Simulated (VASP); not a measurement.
Set up this calculation in VASP 6.6.1, as the native input.

```
Task                   : single point
Functional             : LDA
Potentials or basis    : VASP PAW LDA potentials, release 64 (Cd_sv_GW, S)
Cutoff                 : 540 eV
k mesh                 : 16 × 16 × 16
Occupations            : fermi-dirac, width 0.08 eV
Spin                   : no spin polarisation
Dipole correction      : no
Second run             : valence_matched
Further INCAR settings : ALGO = Normal; EDIFF = 1e-06; NBANDS = 20
```

The structure of CdS lies in POSCAR:

```
CdS
1.0
    0.0000000000      2.6128048503      2.6128048503
    2.6128048503      0.0000000000      2.6128048503
    2.6128048503      2.6128048503      0.0000000000
Cd S
1 1
Direct
    0.0000000000      0.0000000000      0.0000000000
    0.5000000000      0.5000000000      0.5000000000
```

The input as run:

INCAR

```
SYSTEM = CdS
ALGO = Normal ; EDIFF = 1E-6
ENCUT = 540 ; GGA_COMPAT = .False.
ISIF = 2 ; ISMEAR = -1
LASPH = .True. ; LCHARG = .False.
LREAL = .False. ; LWAVE = .False.
NBANDS = 20 ; NELM = 120
PREC = Accurate ; SIGMA = 0.08
```

KPOINTS

```
k-points
0
Gamma
  16 16 16
  0 0 0
```

Potentials or basis: VASP PAW LDA potentials, release 64 (Cd_sv_GW, S).

Command:

```console
$ cat potpaw_LDA.64/Cd_sv_GW/POTCAR potpaw_LDA.64/S/POTCAR > POTCAR
$ mpirun -np 1 vasp_std > vasp.out
```

Results of the run:

```
Pressure               : 5.8 GPa
Band gap on the k mesh : zero (band 13 reaches 6.37 eV, above the bottom of band 14 at 6.32 eV)
```

Wall time 93 s on 1 thread of Intel(R) Xeon(R) Platinum 8488C (Sapphire Rapids), with other jobs on the host, peak memory 0.25 GiB.
